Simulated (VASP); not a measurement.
Crystal: MoS2.

```
Mo S
1.0
     1.58000    0.91221    6.15000
    -1.58000    0.91221    6.15000
     0.00000   -1.82443    6.15000
Mo S
1 2
Direct
  0.00000 0.00000 0.00000
  0.25000 0.25000 0.25000
  0.41700 0.41700 0.41700
```

Base run:

| Quantity | Value |
| --- | --- |
| Program | VASP 6.6.1 |
| Functional | revPBE |
| Potentials or basis | VASP PAW PBE potentials, release 64 (Mo_sv, S) |
| Cutoff | 520 eV |
| k mesh | 12 × 12 × 12 |
| Occupations | methfessel-paxton, width 0.15 eV |
| Spin | no spin polarisation |

Its results: band gap on the k mesh 0.95 eV (least direct gap 1.71 eV); pressure 7.1 GPa; largest force 0.548 eV/Å.

Question: After a change of settings the same cell gave: band gap on the k mesh 0.91 eV (least direct gap 1.71 eV); pressure 0.3 GPa; largest force 0.260 eV/Å. Which change was it?
A. functional from revPBE to PBEsol
B. functional from revPBE to BLYP; further incar settings from ALGO = Normal; EDIFF = 1e-07; NBANDS = 20 to ALGO = Normal; EDIFF = 1e-06; NBANDS = 20
C. functional from revPBE to RPBE; further incar settings from ALGO = Normal; EDIFF = 1e-07; NBANDS = 20 to ALGO = Normal; EDIFF = 1e-06; NBANDS = 20

Answer: A.

PBEsol binds more tightly than revPBE, so the same cell stands under less pressure.

Caveats: the PAW data sets were made with another functional, which shifts forces and pressure a little; the cell stands under pressure (at least some runs).
